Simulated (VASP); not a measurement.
Al2BN3, 6 atoms in the cell. Symmetry: R-3m, No. 166, trigonal system. The conventional cell has a = 4.444 Å, b = 4.444 Å, c = 12.959 Å, α = 90.00°, β = 90.00°, γ = 120.00°. Within 3.0 Å of Al (site symmetry 3m) lie 1 B at 2.27 Å and 3 N at 2.42 Å and 3 Al at 2.57 Å. B (site symmetry -3m) has 6 N at 2.22 Å and 2 Al at 2.27 Å within 2.9 Å. Within 2.9 Å of N (site symmetry 2/m) lie 4 N at 2.22 Å and 2 B at 2.22 Å and 2 Al at 2.42 Å. The cell was built from a structure type or drawn by symmetry, and may not be a known phase.

| Property | Result |
| --- | --- |
| Program | VASP 6.6.1 |
| Task | relaxation of cell and atoms |
| Functional | PBE |
| Potentials or basis | VASP PAW PBE potentials, release 64 (Al, B, N) |
| Cutoff | 600 eV |
| k mesh | 6 × 6 × 6 |
| Occupations | gaussian, width 0.1 eV |
| Spin | no spin polarisation |
| Dipole correction | no |
| Further INCAR settings | ALGO = Normal; EDIFF = 1e-06; IBRION = 2; EDIFFG = -0.04; NSW = 90; ISIF = 3 |

Potentials or basis: VASP PAW PBE potentials, release 64 (Al, B, N).

The run is started by

```console
$ cat potpaw_PBE.64/Al/POTCAR potpaw_PBE.64/B/POTCAR potpaw_PBE.64/N/POTCAR > POTCAR
$ mpirun -np 1 vasp_std > vasp.out
```

Hardware: 1 thread of Intel(R) Xeon(R) 6975P-C (Granite Rapids), with other jobs on the host.

**Question.** How long does it take, and how much memory?

**Answer.** Run time: 5.8 min on 1 thread of Intel(R) Xeon(R) 6975P-C (Granite Rapids), on a shared host, peak memory 0.27 GiB. Counts: scf iterations 187, k points 32, ion steps 23.
